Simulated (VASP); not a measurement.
# Al9H in VASP: notebook

Al9H is run at these levels: PBE; tasks: single point.

All numbers are computed with VASP 6.6.1; they aren't measurements. Logs are shortened: lines on timing, memory, paths and dates and some standing lists are left out, and cuts for length are marked.

**1. The cell of the first run**

The cell holds a slab with vacuum, 20 atoms: a = 5.709 Å, b = 9.808 Å, c = 22.790 Å, α = 90.00°, β = 90.00°, γ = 98.37°.

**2. Single point, PBE**

INCAR

```
PREC = Accurate
ENCUT = 520
EDIFF = 1E-6
ISMEAR = 0
SIGMA = 0.1
LREAL = Auto
LASPH = True
NELM = 80
ALGO = Normal
ISIF = 2
LWAVE = False
LCHARG = False
LDIPOL = True
IDIPOL = 3
DIPOL = 0.5 0.5 0.306
GGA = PE
NBANDS = 44
```

KPOINTS

```
Automatic mesh
0
Gamma
  5 3 1
```

POSCAR

```
Al9H
1.0
    5.7086446660      0.0000000000      0.0000000000
   -1.4271611665      9.7033329366      0.0000000000
    0.0000000000      0.0000000000     22.7902708839
Al H
18 2
Direct
    0.2662242802      0.0648971207      0.1755134908
    0.7662242802      0.0648971207      0.1755134908
    0.3354843969      0.3419375876      0.2192156219
    0.8354843969      0.3419375876      0.2192156219
    0.1493364202      0.5973456810      0.2279560482
    0.6493364202      0.5973456810      0.2279560482
    0.4631884436      0.8527537744      0.2366964744
    0.9631884436      0.8527537744      0.2366964744
    0.0319869115      0.1277383811      0.2808269846
    0.5319869115      0.1277383811      0.2808269846
    0.0997952748      0.4042696946      0.3301089530
    0.5997952748      0.4042696946      0.3301089530
    0.4144272444      0.6597110304      0.3369829646
    0.9144272444      0.6597110304      0.3369829646
    0.2263180843      0.9111292163      0.3449343063
    0.7263180843      0.9111292163      0.3449343063
    0.2962616061      0.1814597108      0.3857027821
    0.7962616061      0.1814597108      0.3857027821
    0.6062804321      0.3864477105      0.5173379002
    0.6062804321      0.4629180480      0.5173379002
```

Potentials or basis: VASP PAW PBE potentials, release 64 (Al, H).

On the command line:

```bash
$ cat potpaw_PBE.64/Al/POTCAR potpaw_PBE.64/H/POTCAR > POTCAR
$ mpirun -np 1 vasp_std > vasp.out
```

OUTCAR:

```text
PREC = Accurate
   ENCUT = 520
   EDIFF = 1E-6
   ISMEAR = 0
   LREAL = Auto
   LASPH = True
   NELM = 80
   ISIF = 2
   GGA = PE

 ion  position               nearest neighbor table
   1  0.266  0.065  0.176-   2 2.85   2 2.85   9 2.86  10 2.86   3 2.87   7 2.87   8 2.87
   2  0.766  0.065  0.176-   1 2.85   1 2.85  10 2.86   9 2.86   4 2.87   8 2.87   7 2.87
   3  0.335  0.342  0.219-   4 2.85   4 2.85   1 2.87   6 2.87   5 2.87   9 2.89  10 2.89  12 2.96
                            11 2.97
   4  0.835  0.342  0.219-   3 2.85   3 2.85   2 2.87   5 2.87   6 2.87  10 2.89   9 2.89  11 2.96
                            12 2.97
   5  0.149  0.597  0.228-   6 2.85   6 2.85   8 2.87   4 2.87   7 2.87   3 2.87  13 2.93  14 2.93
                            11 2.99
   6  0.649  0.597  0.228-   5 2.85   5 2.85   7 2.87   3 2.87   8 2.87   4 2.87  14 2.93  13 2.93
                            12 2.99
   7  0.463  0.853  0.237-  10 2.85   8 2.85   8 2.85   6 2.87   5 2.87   1 2.87   2 2.87  16 2.90
                            15 2.91  13 2.96
   8  0.963  0.853  0.237-   9 2.85   7 2.85   7 2.85   5 2.87   6 2.87   2 2.87   1 2.87  15 2.90
                            16 2.91  14 2.96
   9  0.032  0.128  0.281-  18 2.83  17 2.83   8 2.85  10 2.85  10 2.85   1 2.86   2 2.86   3 2.89
                             4 2.89  11 2.91  15 2.93  16 2.93
  10  0.532  0.128  0.281-  17 2.83  18 2.83   7 2.85   9 2.85   9 2.85   2 2.86   1 2.86   4 2.89
                             3 2.89  12 2.91  16 2.93  15 2.93
  11  0.100  0.404  0.330-  12 2.85  12 2.85  14 2.86  13 2.87  18 2.88  17 2.89   9 2.91   4 2.96
                             3 2.97   5 2.99
  12  0.600  0.404  0.330-  11 2.85  11 2.85  13 2.86  14 2.87  17 2.88  18 2.89  10 2.91   3 2.96
                             4 2.97   6 2.99
  13  0.414  0.660  0.337-  16 2.83  15 2.83  14 2.85  14 2.85  12 2.86  11 2.87   5 2.93   6 2.93
                             7 2.96
  14  0.914  0.660  0.337-  15 2.83  16 2.83  13 2.85  13 2.85  11 2.86  12 2.87   6 2.93   5 2.93
                             8 2.96
  15  0.226  0.911  0.345-  17 2.78  14 2.83  13 2.83  16 2.85  16 2.85   8 2.90   7 2.91   9 2.93
                            10 2.93
  16  0.726  0.911  0.345-  18 2.78  13 2.83  14 2.83  15 2.85  15 2.85   7 2.90   8 2.91  10 2.93
                             9 2.93
  17  0.296  0.181  0.386-  15 2.78  10 2.83   9 2.83  18 2.85  18 2.85  12 2.88  11 2.89
  18  0.796  0.181  0.386-  16 2.78   9 2.83  10 2.83  17 2.85  17 2.85  11 2.88  12 2.89
  19  0.606  0.386  0.517-  20 0.75
  20  0.606  0.463  0.517-  19 0.75

  LATTYP: Found a simple monoclinic cell.
 ALAT       =     5.7086446660
 B/A-ratio  =     3.9922384764
 C/A-ratio  =     1.7180478088
 COS(beta)  =    -0.1455139949

  Lattice vectors:

 A1 = (   5.7086446660,   0.0000000000,   0.0000000000)
 A2 = (   0.0000000000,   0.0000000000, -22.7902708839)
 A3 = (  -1.4271611665,   9.7033329366,   0.0000000000)

[... 163 lines left out ...]
   IMIX   =      4    mixing-type and parameters
     AMIX     =   0.40;   BMIX     =  1.00
     AMIX_MAG =   1.60;   BMIX_MAG =  1.00
  volume/ion in A,a.u.               =      63.12       425.96
  Fermi-wavevector in a.u.,A,eV,Ry     =   0.579522  1.095137  4.569454  0.335845
  Thomas-Fermi vector in A             =   1.623262
   LORBIT       =      0    0 simple, 1 ext, 2 COOP (PROOUT), +10 PAW based schemes
   GGA     = PE    functional components
   LHFCALC =     F    Hartree Fock is set to
   AEXX    =    0.0000 exact exchange contribution
   IVDW    =     0    specifies the selected vdW correction
   LEPSILON=     F    determine dielectric tensor
   LRPA    =     F    only Hartree local field effects (RPA)
 non-spin polarized calculation
 Gauss-broadening in eV      SIGMA  =   0.10
  energy-cutoff  :      520.00
  volume of cell :     1262.42
 maximum number of plane-waves:     34026
   NGX = 21   NGY = 37   NGZ = 85

 dipolmoment           0.000000      0.000000      0.000024 electrons x Angstroem

 number of electron      55.9999999 magnetization

 dipolmoment           0.000000      0.000000     -0.000264 electrons x Angstroem

 Free energy of the ion-electron system (eV)
  ---------------------------------------------------
  ext. energy  EPLUGINS =         0.00000000
  ---------------------------------------------------
  free energy    TOTEN  =       -68.03044998 eV

  energy without entropy =      -67.98423223  energy(sigma->0) =      -68.00734110

 E-fermi :  -1.1957     XC(G=0):  -3.4313

 val. band max:       -1.2163433874   @ k =   0.0000   0.3333   0.0000
 cond. band min:      -1.1785807052   @ k =   0.2000   0.0000   0.0000
 fundamental gap:      0.0377626822
 Fermi energy:        -1.1957219309

 k-point     1 :       0.0000    0.0000    0.0000
  band No.  band energies     occupation
      1     -11.2620      2.00000
      2      -9.7217      2.00000
      3      -9.6226      2.00000
      4      -8.9754      2.00000
      5      -7.4508      2.00000
      6      -7.1611      2.00000
[... 333 lines left out ...]
     39       0.8847      0.00000
     40       1.0364      0.00000
 [bands above 40 left out]

------------------------ aborting loop because EDIFF is reached ----------------------------------------

 vacuum level on the upper side and lower side of the slab       (xc-potential included)        -0.078        -0.057

  FORCE on cell =-STRESS in cart. coord.  units (eV):
  Direction    XX          YY          ZZ          XY          YZ          ZX
  --------------------------------------------------------------------------------------
  -------------------------------------------------------------------------------------
  Total      -11.8584902    -12.6839054     -0.2543510      0.0737392     -0.5082289      0.0106323
  in kB      -15.0500017    -16.0975635     -0.3228053      0.0935848     -0.6450100      0.0134938
  external PRESSURE =     -10.4901235 kB  Pullay stress =       0.0000000 kB

 VOLUME and BASIS-vectors are now :
 -----------------------------------------------------------------------------
  energy-cutoff  :      520.00
  volume of cell :     1262.42
      direct lattice vectors                 reciprocal lattice vectors
     5.708644666  0.000000000  0.000000000     0.175172928  0.025764343  0.000000000
    -1.427161166  9.703332937  0.000000000     0.000000000  0.103057373  0.000000000
     0.000000000  0.000000000 22.790270884     0.000000000  0.000000000  0.043878373

 POSITION                                       TOTAL-FORCE (eV/Angst)
 -----------------------------------------------------------------------------------
      1.42716      0.62972      4.00000        -0.006237      0.153690      0.033723
      4.28148      0.62972      4.00000        -0.007087      0.153799      0.033815
      1.42716      3.31793      4.99598         0.007523      0.034977      0.063428
      4.28148      3.31793      4.99598         0.003887      0.035162      0.062556
     -0.00000      5.79624      5.19518        -0.001158     -0.074480      0.031658
      2.85432      5.79624      5.19518        -0.002077     -0.075660      0.030874
[... 12 lines left out ...]
      2.90952      3.74983     11.79027         0.002604     -0.016621     -0.005437
      2.80038      4.49185     11.79027        -0.002232      0.025549      0.006688
 -----------------------------------------------------------------------------------
    total drift:                               -0.005414     -0.032077     -0.004296

  FREE ENERGIE OF THE ION-ELECTRON SYSTEM (eV)
  ---------------------------------------------------
  free  energy   TOTEN  =       -68.0304499802 eV

  energy  without entropy=      -67.9842322255  energy(sigma->0) =      -68.00734110

 vacuum level on the upper side and lower side of the slab         2.929         2.936
```

OSZICAR:

```text
N       E                     dE             d eps       ncg     rms          rms(c)
DAV:   1     0.211139970976E+03    0.21114E+03   -0.15408E+04   704   0.853E+02
DAV:   2    -0.540896642732E+02   -0.26523E+03   -0.25632E+03   980   0.148E+02
DAV:   3    -0.708156573714E+02   -0.16726E+02   -0.16319E+02   800   0.376E+01
[... 17 lines left out ...]
DAV:  21    -0.680304366868E+02   -0.18248E-04   -0.93884E-07   620   0.196E-03    0.425E-04
DAV:  22    -0.680304420707E+02   -0.53840E-05   -0.15357E-07   540   0.113E-03    0.241E-04
DAV:  23    -0.680304476344E+02   -0.55637E-05   -0.20535E-07   548   0.103E-03    0.194E-04
DAV:  24    -0.680304494004E+02   -0.17660E-05   -0.57193E-08   556   0.672E-04    0.132E-04
DAV:  25    -0.680304499802E+02   -0.57978E-06   -0.14986E-08   476   0.467E-04
   1 F= -.68030450E+02 E0= -.68007341E+02  d E =-.462178E-01
```

Run time: 30 min. Hardware: 1 thread of Intel Xeon Platinum 8375C at 2.90GHz (Ice Lake), shared host; peak memory 1.2 GiB.

What came out:

| Quantity | Value |
| --- | --- |
| Free energy | -68.0304 eV |
| Largest force | 0.158 eV/Å |
| Band gap on the k mesh | zero (bands 28 and 29 overlap by 0.73 eV) |

Forces on the atoms (eV/Å):
```
Al  -0.006  0.154  0.034
Al  -0.007  0.154  0.034
Al   0.008  0.035  0.063
Al   0.004  0.035  0.063
Al  -0.001 -0.074  0.032
Al  -0.002 -0.076  0.031
Al   0.002 -0.100 -0.120
Al   0.003 -0.099 -0.120
Al   0.000  0.009 -0.002
Al   0.000  0.008 -0.004
Al   0.004 -0.012  0.001
Al   0.003 -0.012 -0.001
Al  -0.004 -0.010 -0.004
Al  -0.005 -0.010 -0.004
Al  -0.002  0.000  0.000
Al  -0.003  0.001  0.000
Al   0.004 -0.005 -0.002
Al   0.002 -0.006 -0.002
H    0.003 -0.017 -0.005
H   -0.002  0.026  0.007
```

**3. Single point, PBE**

INCAR

```
PREC = Accurate
ENCUT = 520
EDIFF = 1E-7
ISMEAR = 0
SIGMA = 0.1
LREAL = Auto
LASPH = True
NELM = 100
ALGO = Normal
ISIF = 2
LWAVE = False
LCHARG = False
LDIPOL = True
IDIPOL = 3
DIPOL = 0.5 0.5 0.296
GGA = PE
NBANDS = 44
```

KPOINTS

```
regular mesh
0
Gamma
  5 3 1
```

POSCAR: that of step 2 with these lines changed.

```diff
@@ -26,3 +26,3 @@
     0.7962616061      0.1814597108      0.3857027821
-    0.6062804321      0.3864477105      0.5173379002
-    0.6062804321      0.4629180480      0.5173379002
+    0.6062804321      0.3644752335      0.4194891291
+    0.6062804321      0.4848905250      0.4194891291
```

Potentials or basis: VASP PAW PBE potentials, release 64 (Al, H).

On the command line:

```bash
$ cat potpaw_PBE.64/Al/POTCAR potpaw_PBE.64/H/POTCAR > POTCAR
$ mpirun -np 1 vasp_std > vasp.out
```

Wall time 37 min (1 thread of Intel Xeon Platinum 8375C at 2.90GHz (Ice Lake), shared host); peak memory 1.2 GiB.

The run converged. Its results:

```yaml
Free_energy: -66.6400 eV
Largest_force: 2.152 eV/Å
Band_gap_on_the_k_mesh: zero (bands 28 and 29 overlap by 0.58 eV)
```

Forces on the atoms (eV/Å):
```
Al  -0.117  0.139  0.022
Al   0.117  0.194 -0.014
Al  -0.051 -0.015 -0.024
Al   0.063 -0.009 -0.047
Al  -0.018 -0.109  0.029
Al   0.019 -0.087  0.108
Al  -0.036 -0.071 -0.126
Al   0.024 -0.070 -0.127
Al   0.006 -0.002 -0.021
Al  -0.029  0.085  0.057
Al   0.033 -0.019 -0.045
Al  -0.009  0.137  0.327
Al  -0.022 -0.082  0.020
Al   0.014 -0.066 -0.036
Al   0.005  0.049 -0.015
Al   0.002  0.054  0.039
Al  -0.058 -0.087 -0.032
Al   0.018 -0.025 -0.001
H   -0.331  2.091  0.136
H    0.368 -2.106 -0.251
```

Levels at points of the mesh, in eV from the Fermi level:
```tsv
k point	band 25	band 26	band 27	band 28	band 29	band 30	band 31	band 32
(0.00, 0.00, 0.00)	-1.10	-1.04	-0.94	-0.62	-0.43	-0.28	0.10	0.95
```

**4. Single point, PBE**

INCAR

```
SYSTEM = Al9H
ALGO = Normal
DIPOL = 0.5 0.5 0.299
EDIFF = 1E-6
ENCUT = 520
GGA = PE
IDIPOL = 3
ISIF = 2
ISMEAR = 0
LASPH = .True.
LCHARG = .True.
LDIPOL = .True.
LELF = .True.
LREAL = Auto
LVACPOTAV = .True.
LVHAR = .True.
LWAVE = .False.
NBANDS = 44
NELM = 100
PREC = Accurate
SIGMA = 0.1
```

KPOINTS

```
k-points
0
Gamma
  5 3 1
  0 0 0
```

POSCAR: that of step 3 with these lines changed.

```diff
@@ -26,3 +26,3 @@
     0.7962616061      0.1814597108      0.3857027821
-    0.6062804321      0.3644752335      0.4194891291
-    0.6062804321      0.4848905250      0.4194891291
+    0.6062804321      0.3644752335      0.4475712876
+    0.6062804321      0.4848905250      0.4475712876
```

Potentials or basis: VASP PAW PBE potentials, release 64 (Al, H).

On the command line:

```bash
$ cat potpaw_PBE.64/Al/POTCAR potpaw_PBE.64/H/POTCAR > POTCAR
$ mpirun -np 1 vasp_std > vasp.out
```

OUTCAR:

```text
SYSTEM = Al9H
   EDIFF = 1E-6
   ENCUT = 520
   GGA = PE
   ISIF = 2
   ISMEAR = 0
   LASPH = .True.
   LREAL = Auto
   NELM = 100
   PREC = Accurate

 ion  position               nearest neighbor table
   1  0.266  0.065  0.176-   2 2.85   2 2.85   9 2.86  10 2.86   3 2.87   7 2.87   8 2.87
   2  0.766  0.065  0.176-   1 2.85   1 2.85  10 2.86   9 2.86   4 2.87   8 2.87   7 2.87
   3  0.335  0.342  0.219-   4 2.85   4 2.85   1 2.87   6 2.87   5 2.87   9 2.89  10 2.89  12 2.96
                            11 2.97
   4  0.835  0.342  0.219-   3 2.85   3 2.85   2 2.87   5 2.87   6 2.87  10 2.89   9 2.89  11 2.96
[... 598 lines left out ...]
  in kB      -15.6919798    -21.5133334      0.0206052      1.1238595     -0.3642478      0.0613349
  external PRESSURE =     -12.3949027 kB  Pullay stress =       0.0000000 kB

 VOLUME and BASIS-vectors are now :
 -----------------------------------------------------------------------------
  energy-cutoff  :      520.00
  volume of cell :     1262.42
      direct lattice vectors                 reciprocal lattice vectors
     5.708644666  0.000000000  0.000000000     0.175172928  0.025764343  0.000000000
    -1.427161166  9.703332937  0.000000000     0.000000000  0.103057373  0.000000000
     0.000000000  0.000000000 22.790270884     0.000000000  0.000000000  0.043878373

 POSITION                                       TOTAL-FORCE (eV/Angst)
 -----------------------------------------------------------------------------------
      1.42716      0.62972      4.00000        -0.047425      0.125274      0.023180
      4.28148      0.62972      4.00000         0.038710      0.155768      0.014295
      1.42716      3.31793      4.99598         0.027196      0.035607      0.054241
      4.28148      3.31793      4.99598        -0.016119      0.027644      0.026247
     -0.00000      5.79624      5.19518         0.001774     -0.111596      0.044309
      2.85432      5.79624      5.19518        -0.008427     -0.116236      0.031742
[... 12 lines left out ...]
      2.94087      3.53662     10.20027        -0.541892      3.565484     -0.030672
      2.76902      4.70505     10.20027         0.556672     -3.541773      0.034694
 -----------------------------------------------------------------------------------
    total drift:                               -0.005447     -0.032049     -0.004217

  FREE ENERGIE OF THE ION-ELECTRON SYSTEM (eV)
  ---------------------------------------------------
  free  energy   TOTEN  =       -66.6209223111 eV

  energy  without entropy=      -66.5702142133  energy(sigma->0) =      -66.59556826

 vacuum level on the upper side and lower side of the slab         3.086         2.922
```

Wall time 33 min (1 thread of Intel Xeon Platinum 8375C at 2.90GHz (Ice Lake), shared host); peak memory 1.2 GiB.

Results:

| Property | Result |
| --- | --- |
| Free energy | -66.6209 eV |
| Largest force | 3.607 eV/Å |
| Band gap on the k mesh | zero (bands 28 and 29 overlap by 0.72 eV) |

Forces in eV/Å, atoms in the order of the input:
```
Al  -0.047  0.125  0.023
Al   0.039  0.156  0.014
Al   0.027  0.036  0.054
Al  -0.016  0.028  0.026
Al   0.002 -0.112  0.044
Al  -0.008 -0.116  0.032
Al  -0.010 -0.078 -0.126
Al   0.011 -0.070 -0.116
Al  -0.003  0.008 -0.015
Al  -0.006  0.050  0.004
Al   0.019 -0.021  0.003
Al  -0.006  0.009 -0.005
Al   0.006 -0.070  0.021
Al  -0.015 -0.060 -0.003
Al   0.003  0.025 -0.006
Al  -0.003  0.041  0.011
Al   0.016  0.006  0.003
Al  -0.023  0.021  0.032
H   -0.542  3.565 -0.031
H    0.557 -3.542  0.035
```

**5. Single point, PBE**

INCAR

```
ALGO = Normal
DIPOL = 0.5 0.5 0.301
EDIFF = 1E-7
ENCUT = 520
GGA = PE
IDIPOL = 3
ISIF = 2
ISMEAR = 0
LASPH = True
LCHARG = False
LDIPOL = True
LREAL = Auto
LWAVE = False
NBANDS = 44
NELM = 80
PREC = Accurate
SIGMA = 0.1
```

KPOINTS

```
k-points
0
Gamma
  5 3 1
```

POSCAR: that of step 4 with these lines changed.

```diff
@@ -26,3 +26,3 @@
     0.7962616061      0.1814597108      0.3857027821
-    0.6062804321      0.3644752335      0.4475712876
-    0.6062804321      0.4848905250      0.4475712876
+    0.6062804321      0.3644752335      0.4756534461
+    0.6062804321      0.4848905250      0.4756534461
```

On the command line:

```bash
$ cat potpaw_PBE.64/Al/POTCAR potpaw_PBE.64/H/POTCAR > POTCAR
$ mpirun -np 1 vasp_std > vasp.out
```

Wall time 41 min (1 thread of Intel Xeon Platinum 8375C at 2.90GHz (Ice Lake), shared host); peak memory 1.2 GiB.

The run converged. Its results:

```
Free energy            : -66.6028 eV
Largest force          : 4.265 eV/Å
Band gap on the k mesh : zero (bands 28 and 29 overlap by 0.73 eV)
```

Forces on the atoms (eV/Å):
```
Al  -0.018  0.140  0.028
Al   0.005  0.150  0.028
Al   0.022  0.040  0.069
Al  -0.012  0.038  0.056
Al   0.002 -0.088  0.038
Al  -0.007 -0.097  0.029
Al  -0.002 -0.091 -0.123
Al   0.006 -0.087 -0.119
Al   0.000  0.007 -0.008
Al  -0.003  0.018 -0.006
Al   0.010 -0.015  0.008
Al  -0.001 -0.010 -0.021
Al   0.001 -0.032  0.012
Al  -0.009 -0.029  0.003
Al   0.000  0.007 -0.001
Al  -0.003  0.015  0.001
Al   0.018  0.013  0.020
Al  -0.015  0.016  0.037
H   -0.629  4.217 -0.090
H    0.634 -4.214  0.038
```

Levels at points of the mesh, in eV from the Fermi level:
| k point | band 24 | band 25 | band 26 | band 27 | band 28 | band 29 | band 30 | band 31 | band 32 | band 33 |
| --- | --- | --- | --- | --- | --- | --- | --- | --- | --- | --- |
| (0.00, 0.00, 0.00) | -1.50 | -1.11 | -1.08 | -0.94 | -0.62 | -0.58 | -0.27 | 0.11 | 0.93 | 1.25 |

**6. Overview**

| cell | gap on the mesh (eV) | largest force (eV/Å) |
| --- | --- | --- |
| as given, atomic positions A | none | 0.16 |
| as given, atomic positions B | none | 2.15 |
| as given, atomic positions C | none | 3.61 |
| as given, atomic positions D | none | 4.26 |

Alike in all rows: task single point; level PBE; potentials or basis VASP PAW PBE potentials, release 64 (Al, H); no spin polarisation; k mesh 5 × 3 × 1; cutoff (eV) 520; smearing gaussian 0.1 eV.

Total energies depend on the potentials used, so only differences within one code and one set of settings carry meaning.

The gap in the log of VASP goes by the Fermi energy; the results here count the filled bands.